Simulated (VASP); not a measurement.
# W (Fm-3m) in VASP: a series of runs

Runs on W. Level: PBE. Tasks: single point.

All numbers are computed with VASP 6.6.1; they aren't measurements. Logs are shortened: lines on timing, memory, paths and dates and some standing lists are left out, and cuts for length are marked.

## (1) The cell of the first run

The structure is cubic, space group Fm-3m (No. 225). Conventional cell: a = 3.748 Å, b = 3.748 Å, c = 3.748 Å, α = 90.00°, β = 90.00°, γ = 90.00°. W (site symmetry m-3m) has 12 W at 2.65 Å within 3.5 Å.

## (2) Single point, PBE

The input, INCAR:

```
PREC = Accurate
ENCUT = 520
EDIFF = 1E-6
ISMEAR = -1
SIGMA = 0.08
LREAL = F
LASPH = T
NELM = 60
ALGO = Normal
ISIF = 2
LWAVE = F
LCHARG = F
GGA = PE
NBANDS = 13
```

The input, KPOINTS:

```
regular mesh
0
Gamma
  18 18 18
```

The input, POSCAR:

```
W
1.0
    0.0000000000      1.8741989533      1.8741989533
    1.8741989533      0.0000000000      1.8741989533
    1.8741989533      1.8741989533      0.0000000000
W
1
Direct
    0.0000000000      0.0000000000      0.0000000000
```

Potentials or basis: VASP PAW PBE potentials, release 64 (W_sv).

On the command line:

```bash
cat potpaw_PBE.64/W_sv/POTCAR > POTCAR
mpirun -np 1 vasp_std > vasp.out
```

OUTCAR:

```text
PREC = Accurate
   ENCUT = 520
   EDIFF = 1E-6
   ISMEAR = -1
   LREAL = F
   LASPH = T
   NELM = 60
   ISIF = 2
   GGA = PE

 ion  position               nearest neighbor table
   1  0.000  0.000  0.000-

  LATTYP: Found a face centered cubic cell.
 ALAT       =     3.7483979066

  Lattice vectors:

 A1 = (   0.0000000000,   1.8741989533,   1.8741989533)
 A2 = (   1.8741989533,   0.0000000000,   1.8741989533)
 A3 = (   1.8741989533,   1.8741989533,   0.0000000000)

Analysis of symmetry for initial positions (statically):
=====================================================================
 Subroutine PRICEL returns:
 Original cell was already a primitive cell.

 Routine SETGRP: Setting up the symmetry group for a
 face centered cubic supercell.

 Subroutine GETGRP returns: Found 48 space group operations
 (whereof 48 operations were pure point group operations)
 out of a pool of 48 trial point group operations.

The static configuration has the point symmetry O_h .

Analysis of symmetry for dynamics (positions and initial velocities):
=====================================================================
 Subroutine PRICEL returns:
 Original cell was already a primitive cell.

 Routine SETGRP: Setting up the symmetry group for a
 face centered cubic supercell.

 Subroutine GETGRP returns: Found 48 space group operations
 (whereof 48 operations were pure point group operations)
 out of a pool of 48 trial point group operations.

The dynamic configuration has the point symmetry O_h .

 Subroutine INISYM returns: Found 48 space group operations
 (whereof 48 operations are pure point group operations),
 and found     1 'primitive' translations

----------------------------------------------------------------------------------------

                                     Primitive cell

  volume of cell :      13.1667

  direct lattice vectors                    reciprocal lattice vectors
     0.000000000  1.874198953  1.874198953    -0.266780642  0.266780642  0.266780642
     1.874198953  0.000000000  1.874198953     0.266780642 -0.266780642  0.266780642
     1.874198953  1.874198953  0.000000000     0.266780642  0.266780642 -0.266780642

  length of vectors
     2.650517578  2.650517578  2.650517578     0.462077626  0.462077626  0.462077626

  position of ions in fractional coordinates (direct lattice)
     0.000000000  0.000000000  0.000000000

  ion indices of the primitive-cell ions
[... 74 lines left out ...]
   EDIFF  = 0.1E-05   stopping-criterion for ELM
   LREAL  =      F    real-space projection
   EDIFFG = 0.1E-04   stopping-criterion for IOM
   NSW    =      0    number of steps for IOM
   IBRION =     -1    ionic relax: 0-MD 1-quasi-New 2-CG
   NFREE  =      0    steps in history (QN), initial steepest desc. (CG)
   ISIF   =      2    stress and relaxation
   ISYM   =      2    0-nonsym 1-usesym 2-fastsym
   POTIM  = 0.5000    time-step for ionic-motion
   TEBEG  =    0.0;   TEEND  =   0.0 temperature during run
   PSTRESS=    0.0 pullay stress
   NELECT =      14.0000    total number of electrons
   NUPDOWN=      -1.0000    fix difference up-down
   EMIN   =  10.00;   EMAX   =-10.00  energy-range for DOS
   EFERMI =   0.00;   METHOD = LEGACY
   ISMEAR =    -1;   SIGMA  =   0.08  broadening in eV -4-tet -1-fermi 0-gaus
   EFERMI_NEDOS =   21; number of points for ismear=-14 and -15
   IALGO  =     38    algorithm
   IMIX   =      4    mixing-type and parameters
     AMIX     =   0.40;   BMIX     =  1.00
     AMIX_MAG =   1.60;   BMIX_MAG =  1.00
  volume/ion in A,a.u.               =      13.17        88.85
  Fermi-wavevector in a.u.,A,eV,Ry     =   1.670931  3.157602 37.987603  2.792010
  Thomas-Fermi vector in A             =   2.756342
   LORBIT       =      0    0 simple, 1 ext, 2 COOP (PROOUT), +10 PAW based schemes
   GGA     = PE    functional components
   LHFCALC =     F    Hartree Fock is set to
   AEXX    =    0.0000 exact exchange contribution
   IVDW    =     0    specifies the selected vdW correction
   LEPSILON=     F    determine dielectric tensor
   LRPA    =     F    only Hartree local field effects (RPA)
 non-spin polarized calculation
  energy-cutoff  :      520.00
  volume of cell :       13.17
 maximum number of plane-waves:       366
   NGX =  9   NGY =  9   NGZ =  9

 number of electron      13.9999998 magnetization

 Free energy of the ion-electron system (eV)
  ---------------------------------------------------
  ext. energy  EPLUGINS =         0.00000000
  ---------------------------------------------------
  free energy    TOTEN  =       -11.62655378 eV

  energy without entropy =      -11.60694247  energy(sigma->0) =      -11.61674812

 E-fermi :  13.7886     XC(G=0): -14.7075

 val. band max:       13.7808626614   @ k =   0.2222   0.1111   0.0556
 cond. band min:      13.7900970971   @ k =  -0.3333   0.1667   0.0000
 fundamental gap:      0.0092344357
 Fermi energy:        13.7885799279

 k-point     1 :       0.0000    0.0000    0.0000
  band No.  band energies     occupation
      1     -59.5553      2.00000
      2     -22.7473      2.00000
      3     -22.7473      2.00000
      4     -22.7473      2.00000
      5       3.7255      2.00000
      6      12.8686      1.99998
      7      12.8686      1.99998
      8      12.8686      1.99998
      9      17.1215      0.00000
     10      17.1215      0.00000
     11      26.7654      0.00000
     12      33.1516      0.00000
     13      33.1516      0.00000
[... 354 lines left out ...]
  band No.  band energies     occupation
      1     -59.4190      2.00000
      2     -23.9240      2.00000
      3     -22.9733      2.00000
      4     -22.8653      2.00000
      5       6.3916      2.00000
      6      11.6430      2.00000
      7      13.4043      1.98373
      8      13.5753      1.87004
      9      16.3470      0.00000
     10      17.8023      0.00000
     11      27.9686      0.00000
     12      32.8599      0.00000
     13      37.5613      0.00000

 [... further k-points ...]
[... 5 lines left out ...]
  --------------------------------------------------------------------------------------
  -------------------------------------------------------------------------------------
  Total        8.1660121      8.1660121      8.1660121     -0.0000000     -0.0000000      0.0000000
  in kB      993.6730965    993.6730965    993.6730965     -0.0000000     -0.0000000      0.0000000
  external PRESSURE =     993.6730965 kB  Pullay stress =       0.0000000 kB

 VOLUME and BASIS-vectors are now :
 -----------------------------------------------------------------------------
  energy-cutoff  :      520.00
  volume of cell :       13.17
      direct lattice vectors                 reciprocal lattice vectors
     0.000000000  1.874198953  1.874198953    -0.266780642  0.266780642  0.266780642
     1.874198953  0.000000000  1.874198953     0.266780642 -0.266780642  0.266780642
     1.874198953  1.874198953  0.000000000     0.266780642  0.266780642 -0.266780642

 POSITION                                       TOTAL-FORCE (eV/Angst)
 -----------------------------------------------------------------------------------
      0.00000      0.00000      0.00000         0.000000      0.000000      0.000000
 -----------------------------------------------------------------------------------
    total drift:                                0.000000      0.000000      0.000000

  FREE ENERGIE OF THE ION-ELECTRON SYSTEM (eV)
  ---------------------------------------------------
  free  energy   TOTEN  =       -11.6265537778 eV

  energy  without entropy=      -11.6069424669  energy(sigma->0) =      -11.61674812
```

OSZICAR:

```text
N       E                     dE             d eps       ncg     rms          rms(c)
DAV:   1     0.851108660971E+02    0.85111E+02   -0.74378E+03  5155   0.126E+03
DAV:   2    -0.105014217711E+02   -0.95612E+02   -0.91759E+02  5550   0.322E+02
DAV:   3    -0.120625871078E+02   -0.15612E+01   -0.15555E+01  5610   0.395E+01
DAV:   4    -0.120676043889E+02   -0.50173E-02   -0.50171E-02  5695   0.247E+00
DAV:   5    -0.120676364220E+02   -0.32033E-04   -0.32032E-04  5720   0.185E-01    0.287E+01
DAV:   6    -0.117403670241E+02    0.32727E+00   -0.21411E-01  5330   0.644E+00    0.137E+01
DAV:   7    -0.116298333063E+02    0.11053E+00   -0.15400E-01  5570   0.520E+00    0.411E-01
DAV:   8    -0.116265405343E+02    0.32928E-02   -0.43237E-03  5185   0.916E-01    0.326E-02
DAV:   9    -0.116265510328E+02   -0.10498E-04   -0.41771E-05  5990   0.782E-02    0.363E-02
DAV:  10    -0.116265537837E+02   -0.27509E-05   -0.74900E-06  5400   0.360E-02    0.727E-03
DAV:  11    -0.116265537778E+02    0.58944E-08   -0.12161E-07  3315   0.437E-03
   1 F= -.11626554E+02 E0= -.11616748E+02  d E =-.196113E-01
```

stdout:

```text
POSCAR found type information on POSCAR W
 POSCAR found :  1 types and       1 ions
 scaLAPACK will be used
 LDA part: xc-table for (Slater+PW92), standard interpolation
 POSCAR, INCAR and KPOINTS ok, starting setup
 FFT: planning ... GRIDC
 FFT: planning ... GRID_SOFT
 FFT: planning ... GRID
 WAVECAR not read
 entering main loop
```

Wall time 18 s (1 thread of Intel Xeon 6975P-C, shared host); peak memory 0.15 GiB.

Results:

```
Free energy            : -11.6266 eV
Pressure               : 99.4 GPa
Band gap on the k mesh : zero (band 7 reaches 18.49 eV, above the bottom of band 8 at 12.87 eV)
```

Levels at points of the mesh, in eV from the Fermi level:
```tsv
k point	band 5	band 6	band 7	band 8	band 9	band 10
(0.00, 0.00, 0.00)	-10.06	-0.92	-0.92	-0.92	3.33	3.33
(0.50, 0.00, 0.00)	-6.91	-1.27	-1.27	1.61	6.75	6.75
(0.50, 0.50, 0.00)	-7.26	-6.12	4.70	6.74	7.80	7.80
```

Caveat: spin-orbit coupling is left out, which moves the levels of the heavy elements.

## (3) Single point, PBE

The input, INCAR:

```
PREC     = Accurate       # precision mode
ENCUT    = 520            # plane-wave cutoff, eV
EDIFF    = 1E-7           # SCF threshold, eV
ISMEAR   = -1             # smearing method
SIGMA    = 0.08           # smearing width, eV
LREAL    = F              # projectors in reciprocal space
LASPH    = T              # aspherical terms in the spheres
NELM     = 100            # most SCF steps
ALGO     = Normal         # electronic algorithm
ISIF     = 2              # what is computed and relaxed
LWAVE    = F              # write WAVECAR
LCHARG   = F              # write CHGCAR
GGA      = PE             # functional
NBANDS   = 13             # bands
```

KPOINTS is that of step 2.

The input, POSCAR:

```
W
1.0
    0.0000000000      1.8737603174      1.8737603174
    1.8737603174      0.0000000000      1.8737603174
    1.8737603174      1.8737603174      0.0000000000
W
1
Direct
    0.0000000000      0.0000000000      0.0000000000
```

Potentials or basis: VASP PAW PBE potentials, release 64 (W_sv).

On the command line:

```bash
cat potpaw_PBE.64/W_sv/POTCAR > POTCAR
mpirun -np 1 vasp_std > vasp.out
```

OUTCAR:

```text
PREC = Accurate
   ENCUT = 520
   EDIFF = 1E-7
   ISMEAR = -1
   LREAL = F
   LASPH = T
   NELM = 100
   ISIF = 2
   GGA = PE

 ion  position               nearest neighbor table
   1  0.000  0.000  0.000-

  LATTYP: Found a face centered cubic cell.
 ALAT       =     3.7475206348

  Lattice vectors:

 A1 = (   0.0000000000,   1.8737603174,   1.8737603174)
 A2 = (   1.8737603174,   0.0000000000,   1.8737603174)
 A3 = (   1.8737603174,   1.8737603174,   0.0000000000)

Analysis of symmetry for initial positions (statically):
[... 551 lines left out ...]
      5       6.4014      2.00000
      6      11.6528      2.00000
      7      13.4147      1.98396
      8      13.5857      1.87171
      9      16.3599      0.00000
     10      17.8167      0.00000
     11      27.9820      0.00000
     12      32.8784      0.00000
     13      37.5816      0.00000

 [... further k-points ...]
[... 5 lines left out ...]
  --------------------------------------------------------------------------------------
  -------------------------------------------------------------------------------------
  Total        8.1969949      8.1969949      8.1969949      0.0000000      0.0000000     -0.0000000
  in kB      998.1438617    998.1438617    998.1438617      0.0000000      0.0000000     -0.0000000
  external PRESSURE =     998.1438617 kB  Pullay stress =       0.0000000 kB

 VOLUME and BASIS-vectors are now :
 -----------------------------------------------------------------------------
  energy-cutoff  :      520.00
  volume of cell :       13.16
      direct lattice vectors                 reciprocal lattice vectors
     0.000000000  1.873760317  1.873760317    -0.266843094  0.266843094  0.266843094
     1.873760317  0.000000000  1.873760317     0.266843094 -0.266843094  0.266843094
     1.873760317  1.873760317  0.000000000     0.266843094  0.266843094 -0.266843094

 POSITION                                       TOTAL-FORCE (eV/Angst)
 -----------------------------------------------------------------------------------
      0.00000      0.00000      0.00000         0.000000      0.000000      0.000000
 -----------------------------------------------------------------------------------
    total drift:                                0.000000      0.000000      0.000000

  FREE ENERGIE OF THE ION-ELECTRON SYSTEM (eV)
  ---------------------------------------------------
  free  energy   TOTEN  =       -11.6207973037 eV

  energy  without entropy=      -11.6012198804  energy(sigma->0) =      -11.61100859
```

stdout:

```text
POSCAR found type information on POSCAR W
 POSCAR found :  1 types and       1 ions
 scaLAPACK will be used
 LDA part: xc-table for (Slater+PW92), standard interpolation
 POSCAR, INCAR and KPOINTS ok, starting setup
 FFT: planning ... GRIDC
 FFT: planning ... GRID_SOFT
 FFT: planning ... GRID
 WAVECAR not read
 entering main loop
```

Wall time 19 s (1 thread of Intel Xeon 6975P-C, shared host); peak memory 0.15 GiB.

What came out:

| Quantity | Value |
| --- | --- |
| Free energy | -11.6208 eV |
| Pressure | 99.8 GPa |
| Band gap on the k mesh | zero (band 7 reaches 18.51 eV, above the bottom of band 8 at 12.88 eV) |

Levels at points of the mesh, in eV from the Fermi level:
```csv
k point,band 3,band 4,band 5,band 6,band 7,band 8,band 9,band 10,band 11,band 12
"(0.00, 0.00, 0.00)",-36.53,-36.53,-10.07,-0.92,-0.92,-0.92,3.34,3.34,12.98,19.37
"(0.50, 0.00, 0.00)",-36.83,-36.83,-6.92,-1.27,-1.27,1.61,6.76,6.76,12.73,14.07
"(0.50, 0.50, 0.00)",-37.37,-37.37,-7.26,-6.13,4.71,6.74,7.80,7.80,13.87,13.87
```

Caveat: spin-orbit coupling is left out, which moves the levels of the heavy elements.
